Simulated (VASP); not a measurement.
## BaF2: electric field gradients with LDA

BaF2:

```
Ba F
1.0
     0.00000    3.03805    3.10005
     3.03805    0.00000    3.10005
     3.03805    3.03805    0.00000
Ba F
1 2
Direct
  0.00000 0.00000 0.00000
  0.25000 0.25000 0.25000
  0.75000 0.75000 0.75000
```

This cell differs from its parent crystal: equal xx and yy strain of -2 %.

* Program: VASP 6.6.1
* Task: electric field gradients
* Functional: LDA
* Potentials or basis: VASP PAW LDA potentials, release 64 (Ba_sv, F)
* Cutoff: 520 eV
* k mesh: 8 × 8 × 8
* Occupations: fermi-dirac, width 0.01 eV
* Spin: no spin polarisation
* Dipole correction: no
* Further INCAR settings: ALGO = Normal; EDIFF = 1e-08; NBANDS = 19

```yaml
Pressure: -0.9 GPa
Band_gap_on_the_k_mesh: 6.54 eV, indirect (least direct gap 6.64 eV)
```

Stress tensor (GPa, compression positive):
```
-0.60  0.00  0.00
 0.00 -0.60  0.00
 0.00  0.00 -1.63
```

Levels at points of the mesh, in eV from the valence-band top:
```csv
k point,band 10,band 11,band 12,band 13,band 14,band 15
"(0.00, 0.00, 0.00)",-0.16,-0.10,-0.10,6.54,9.10,9.30
"(0.50, 0.00, 0.00)",-0.38,-0.19,-0.17,9.13,9.21,9.22
"(0.50, 0.50, 0.00)",-0.34,-0.34,-0.25,7.03,8.94,10.88
"(0.50, 0.00, 0.50)",-0.33,-0.28,-0.16,7.05,9.13,10.87
```

Electric field gradients, principal values (V/Å²):
```tsv
atom	least	middle	greatest (by size)
1 Ba	7.223	7.223	-14.446
2 F	-1.209	-1.228	2.437
3 F	-1.209	-1.228	2.437
```

It took 40 s on 1 thread of Intel(R) Xeon(R) Platinum 8259CL CPU @ 2.50GHz (Skylake/Cascade Lake), with other jobs on the host, peak memory 0.19 GiB.

Caveat: the cell differs from its parent crystal (equal xx and yy strain of -2 %); without QUAD_EFG the Cq values of the log hold for a quadrupole moment of 1 mb, not for the nuclei; spin-orbit coupling is left out, which moves the levels of the heavy elements. A k mesh can miss the band edges.
